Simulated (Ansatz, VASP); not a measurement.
MgO: VASP beside Ansatz

```
Mg O
1.0
     0.00000    2.09700    2.09700
     2.09700    0.00000    2.09700
     2.09700    2.09700    0.00000
Mg O
1 1
Cartesian
  0.0000 0.0000 0.0000
  2.0970 2.0970 2.0970
```

Alike in both runs: task relaxation of cell and atoms; functional PBE; k mesh 8 × 8 × 8; occupations gaussian, width 0.1 eV; no spin polarisation.

```csv
,VASP,Ansatz
version,VASP 6.6.1,Ansatz 0.2.0
potentials or method,"VASP PAW PBE potentials, release 64 (Mg, O), cutoff 600 eV","scalar-relativistic, plane waves, PAW"
valence electrons in the cell,8,16
```

|  | VASP | Ansatz | Ansatz less VASP |
| --- | --- | --- | --- |
| gap on the k mesh at the Fermi level, each at its own relaxed structure (eV) | 4.50 | 4.46 | -0.040 |
| relaxed volume (Å³/atom) | 9.56 | 9.62 | +0.056 |
| relaxed cell length with the largest relative difference (Å) | 3.002 | 3.008 | +0.0059 |

VASP's potentials hold 8 valence electrons a cell and Ansatz's 16, so a difference there can come from the potentials and not from the codes.
